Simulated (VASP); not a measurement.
The system is AlN.

```
Al N
1.0
     3.15329    0.00000    0.00000
    -1.57665    2.73083    0.00000
     0.00000    0.00000    4.93608
Al N
2 2
Direct
  0.33333 0.66667 0.99466
  0.66667 0.33333 0.49466
  0.33333 0.66667 0.38034
  0.66667 0.33333 0.88034
```

This cell differs from its parent crystal: epitaxial xy strain +1.5%.

Base run:

| Quantity | Value |
| --- | --- |
| Program | VASP 6.6.1 |
| Functional | r2SCAN |
| Potentials or basis | VASP PAW PBE potentials, release 64 (Al, N) |
| Cutoff | 660 eV |
| k mesh | 12 × 12 × 6 |
| Occupations | gaussian, width 0.01 eV |
| Spin | no spin polarisation |

Its results: band gap on the k mesh 4.60 eV, direct; pressure -5.0 GPa.

Problem. The run is repeated on the same cell with these changes: functional from r2SCAN to PBE; cutoff from 660 eV to 600 eV; occupations from gaussian, width 0.01 eV to fermi-dirac, width 0.02 eV. What comes out?

Solution. Band gap on the k mesh 3.94 eV, direct; pressure -0.3 GPa.

Caveats: the PAW data sets were made with another functional, which shifts forces and pressure a little (some runs).

A k mesh can miss the band edges.
